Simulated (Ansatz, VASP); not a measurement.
# Ir in VASP and in Ansatz

```
Ir
1.0
     0.00000    1.93526    1.93526
     1.93526    0.00000    1.93526
     1.93526    1.93526    0.00000
Ir
1
Cartesian
  0.0000 0.0000 0.0000
```

Alike in both runs: task single point; functional PBE; k mesh 23 × 23 × 23; occupations fermi-dirac, width 0.05 eV; no spin polarisation.

|  | VASP | Ansatz |
| --- | --- | --- |
| version | VASP 6.6.1 | Ansatz 0.2.0 |
| potentials or method | VASP PAW PBE potentials, release 64 (Ir) | norm-conserving pseudopotentials, scalar-relativistic |
| plane-wave cutoff (eV) | 520 | 925 |
| valence electrons in the cell | 9 | 17 |

Ansatz gave:

- pressure (GPa): 0.2

Question: Which values does VASP return?

Answer: Pressure (GPa): 0.5.

VASP's potentials hold 9 valence electrons a cell and Ansatz's 17, so a difference there can come from the potentials and not from the codes.

Spin-orbit coupling is off throughout.
